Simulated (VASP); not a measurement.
A run of VASP 6.6.1 is set up as follows.

File INCAR:

```
SYSTEM = Ni
PREC = Accurate
ENCUT = 520
EDIFF = 1E-6
ISMEAR = -1
SIGMA = 0.05
LREAL = .False.
LASPH = .True.
NELM = 150
ALGO = Normal
ISIF = 2
LWAVE = .False.
LCHARG = .False.
ISPIN = 2
MAGMOM = -0.625 -0.625
LORBIT = 11
LMAXMIX = 4
GGA = RE
NBANDS = 21
```

The input KPOINTS:

```
Automatic mesh
0
Gamma
  13 13 13
  0 0 0
```

Contents of POSCAR:

```
Ni
1.0
    0.0000000000      2.3729599294      2.3729599294
    2.3729599294      0.0000000000      2.3729599294
    2.3729599294      2.3729599294      0.0000000000
Ni
2
Direct
    0.0000000000      0.0000000000      0.0000000000
    0.5000000000      0.5000000000      0.5000000000
```

Potentials or basis: VASP PAW PBE potentials, release 64 (Ni).

Run with:

```sh
$ cat potpaw_PBE.64/Ni/POTCAR > POTCAR
$ mpirun -np 1 vasp_std > vasp.out
```

Predict the pressure.

-3.7 GPa.

What does it give for the site moments?

Ni -0.64 μB.

Predict the net moment.

-1.26 μB per cell.

Caveat: the cell stands under tension; the PAW data sets were made with another functional, which shifts forces and pressure a little.
